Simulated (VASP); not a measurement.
Wanted: the native input for a VASP 6.6.1 run.

```
Task                   : single point
Functional             : PBE
Potentials or basis    : VASP PAW PBE potentials, release 64 (Hf_pv, O)
Cutoff                 : 520 eV
k mesh                 : 8 × 8 × 8
Occupations            : gaussian, width 0.05 eV
Spin                   : no spin polarisation
Dipole correction      : no
Further INCAR settings : ALGO = Normal; EDIFF = 1e-06; NBANDS = 18
```

The structure of HfO2 lies in POSCAR:

```
HfO2
1.0
   -0.1382448984      2.5478606405      2.5478606405
    2.5478606405     -0.1382448984      2.5478606405
    2.5478606405      2.5478606405     -0.1382448984
Hf O
1 2
Direct
    0.0000000000      0.0000000000      0.0000000000
    0.2500000000      0.2500000000      0.2500000000
    0.7500000000      0.7500000000      0.7500000000
```

One way to write it, as run:

INCAR

```
PREC = Accurate
ENCUT = 520
EDIFF = 1E-6
ISMEAR = 0
SIGMA = 0.05
LREAL = F
LASPH = T
NELM = 60
ALGO = Normal
ISIF = 2
LWAVE = F
LCHARG = F
GGA = PE
NBANDS = 18
```

KPOINTS

```
Automatic mesh
0
Gamma
  8 8 8
```

Potentials or basis: VASP PAW PBE potentials, release 64 (Hf_pv, O).

Command:

```bash
$ cat potpaw_PBE.64/Hf_pv/POTCAR potpaw_PBE.64/O/POTCAR > POTCAR
$ mpirun -np 1 vasp_std > vasp.out
```

Results of the run:

- Pressure: -17.3 GPa
- Largest force: 0.424 eV/Å
- Band gap on the k mesh: 3.61 eV

Caveat: the cell stands under tension; spin-orbit coupling is left out, which moves the levels of the heavy elements.

Wall time 41 s on 1 thread of Intel Xeon 8259CL, on a shared host, peak memory 0.18 GiB.
